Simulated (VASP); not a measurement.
Here is a VASP 6.6.1 calculation.

INCAR

```
  PREC = Accurate
  ENCUT = 600
  EDIFF = 1E-6
  ISMEAR = 0
  SIGMA = 0.1
  LREAL = F
  LASPH = T
  NELM = 100
  ALGO = Normal
  ISIF = 3
  LWAVE = F
  LCHARG = F
  GGA = PE
  IBRION = 2
  NSW = 90
  EDIFFG = -0.04
```

KPOINTS

```
regular mesh
0
Gamma
  9 9 4
```

Contents of POSCAR:

```
TaH
1.0
    2.6429424000      0.0000000000      0.0000000000
   -1.3214712000      2.2888552600      0.0000000000
    0.0000000000      0.0000000000      4.1414061800
Ta H
1 1
Direct
    0.0000000000      0.0000000000      0.5000000000
    0.0000000000      0.0000000000      0.0000000000
```

Potentials or basis: VASP PAW PBE potentials, release 64 (Ta_pv, H).

Command:

```console
$ cat potpaw_PBE.64/Ta_pv/POTCAR potpaw_PBE.64/H/POTCAR > POTCAR
$ mpirun -np 1 vasp_std > vasp.out
```

**Question.** What does it give for the band gap on the k mesh?

**Answer.** Zero (band 6 reaches 4.36 eV, above the bottom of band 7 at 2.86 eV).

**Question.** Predict the relaxed volume.

**Answer.** 13.12 Å³/atom.

The path:
| step | energy change (eV) | largest force (eV/Å) | pressure (GPa) | volume (Å³) |
| --- | --- | --- | --- | --- |
| 1 | 0.0000 | 0.0000 | 14.07 | 25.05 |
| 2 | -0.4886 | 0.0000 | -9.41 | 28.80 |
| 3 | -0.5316 | 0.0000 | -6.87 | 27.79 |
| 4 | -0.5316 | 0.0000 | -6.67 | 27.73 |
| 5 | -0.5749 | 0.0000 | 1.68 | 25.90 |
| 6 | -0.5778 | 0.0000 | -0.19 | 26.24 |

Caveat: the k points lie up to 0.42 Å⁻¹ apart in the final cell; spin-orbit coupling is left out, which moves the levels of the heavy elements.
